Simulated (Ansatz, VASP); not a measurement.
MnHg3: VASP beside Ansatz

```
Mn Hg
1.0
     4.45436    0.00000    0.00000
     0.00000    4.45436    0.00000
     0.00000    0.00000    4.45436
Mn Hg
1 3
Direct
  0.00000 0.00000 0.00000
  0.50000 0.00000 0.50000
  0.00000 0.50000 0.50000
  0.50000 0.50000 0.00000
```

Alike in both runs: task single point; functional PBE; k mesh 5 × 5 × 5; occupations gaussian, width 0.1 eV; collinear spin.

```csv
,VASP,Ansatz
version,VASP 6.6.1,Ansatz 0.2.0
potentials or method,"VASP PAW PBE potentials, release 64 (Mn_pv, Hg), cutoff 520 eV","plane waves, PAW"
valence electrons in the cell,49,75
```

|  | VASP | Ansatz | Ansatz less VASP |
| --- | --- | --- | --- |
| net moment per atom (μB) | 1.07 | 1.07 | 0.000 |
| size of the moment on the site where the two differ most (μB) | 4.11 | 4.27 | +0.164 |

Site moments also hang on the region over which each program counts them. With one functional, cell and mesh, what is left measures potentials, basis and numerics. VASP's potentials hold 49 valence electrons a cell and Ansatz's 75, so a difference there can come from the potentials and not from the codes.

Spin-orbit coupling is off throughout.
